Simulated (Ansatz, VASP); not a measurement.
SiC in VASP and in Ansatz

INCAR

```
SYSTEM = SiC
PREC = Accurate
ENCUT = 600
EDIFF = 1E-6
ISMEAR = -1
SIGMA = 0.08
LREAL = .FALSE.
LASPH = .TRUE.
NELM = 120
ALGO = Normal
ISIF = 2
LWAVE = .FALSE.
LCHARG = .FALSE.
GGA = PE
NBANDS = 11
GGA_COMPAT = .FALSE.
```

The input KPOINTS:

```
regular mesh
0
G
  14 14 14
  0 0 0
```

POSCAR

```
SiC
1.0
    2.5868546899      0.0000000000      0.0000000000
    0.0000000000      2.5868546899      0.0000000000
    0.0000000000      0.0000000000      2.5868546899
Si C
1 1
Direct
    0.0000000000      0.0000000000      0.0000000000
    0.5000000000      0.5000000000      0.5000000000
```

Input for Ansatz:

```yaml
crystal:
  lattice:
    - [2.5868546899, 0.0, 0.0]
    - [0.0, 2.5868546899, 0.0]
    - [0.0, 0.0, 2.5868546899]
  atoms:
    - { symbol: Si, position: [0.0, 0.0, 0.0] }
    - { symbol: C, position: [0.5, 0.5, 0.5] }
kpoints:
  mp_grid: { grid: [14, 14, 14] }
scf:
  occupations: { method: fermi_dirac, width: 0.08 }
hamiltonian:
  xc: pbe
  pseudopotentials: { kind: all_electron, datasets: crystal }
output:
  forces: true
  stress: true
  eigenvalues: true
```

Change from the starting cell: volume scaled by 0.94, crystal datasets.

Alike in both runs: task single point; functional PBE; k mesh 14 × 14 × 14; occupations fermi-dirac, width 0.08 eV; no spin polarisation.

```csv
,VASP,Ansatz
version,VASP 6.6.1,Ansatz 0.2.0
potentials or method,"VASP PAW PBE potentials, release 64 (Si, C), cutoff 600 eV","all-electron PAW with datasets made for the crystal, scalar-relativistic"
```

|  | VASP | Ansatz | Ansatz less VASP |
| --- | --- | --- | --- |
| pressure (GPa) | 12.1 | 12.2 | +0.12 |

Ansatz ran all-electron here, and VASP with PAW potentials.
